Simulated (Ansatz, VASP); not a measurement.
**Pt in VASP and in Ansatz**

Contents of INCAR:

```
SYSTEM = Pt
  PREC = Accurate
  ENCUT = 520
  EDIFF = 1E-6
  ISMEAR = -1
  SIGMA = 0.1
  LREAL = .False.
  LASPH = .True.
  NELM = 80
  ALGO = Normal
  ISIF = 2
  LWAVE = .False.
  LCHARG = .True.
  GGA = B5
  ALDAX = 1.0
  AGGAX = 1.0
  AGGAC = 1.0
  ALDAC = 0.0
  LELF = .True.
  LVHAR = .True.
  NBANDS = 17
```

The input KPOINTS:

```
regular mesh
0
Gamma
  14 14 7
  0 0 0
```

Contents of POSCAR:

```
Pt
1.0
    2.7757126048      0.0000000000      0.0000000000
   -1.3878563024      2.4038376294      0.0000000000
    0.0000000000      0.0000000000      4.8297862655
Pt
2
Direct
    0.3333333333      0.6666666667      0.2500000000
    0.6666666667      0.3333333333      0.7500000000
```

Input for Ansatz:

```yaml
crystal:
  lattice:
    - [2.7757126048, 0.0, 0.0]
    - [-1.3878563024, 2.4038376294, 0.0]
    - [0.0, 0.0, 4.8297862655]
  atoms:
    - { symbol: Pt, position: [0.3333333333, 0.6666666667, 0.25] }
    - { symbol: Pt, position: [0.6666666667, 0.3333333333, 0.75] }
hamiltonian:
  xc: blyp
  pseudopotentials:
    kind: paw
    azcp:
      Pt: "pseudopotentials/Pt.paw.azcp"
basis:
  ecutwfc: 420
  fft_grid_basis: typed
kpoints:
  mp_grid: { grid: [14, 14, 7], shift: [0, 0, 0] }
magnetization:
  spin_polarized: false
scf:
  occupations: { method: fermi_dirac, width: 0.1 }
  lower_state_search: "off"
output:
  stress: true
```

Alike in both runs: task single point; functional BLYP; k mesh 14 × 14 × 7; occupations fermi-dirac, width 0.1 eV; no spin polarisation.

|  | VASP | Ansatz |
| --- | --- | --- |
| version | VASP 6.6.1 | Ansatz 0.2.0 |
| potentials or method | VASP PAW PBE potentials, release 64 (Pt), cutoff 520 eV | plane waves (420 eV) with PAW, scalar-relativistic |
| valence electrons in the cell | 20 | 36 |

VASP gave:

```
pressure (GPa)                                                : 9.9
traceless stress, the component that is largest in VASP (GPa) : -1.45
```

Problem. What did Ansatz give for the same quantities?

Solution. Pressure (GPa): 8.8; traceless stress, the component that is largest in VASP (GPa): -1.10.

VASP's potentials were made for PBE, not for BLYP. VASP's potentials hold 20 valence electrons a cell and Ansatz's 36, so a difference there can come from the potentials and not from the codes.

Neither program's run includes spin-orbit coupling.
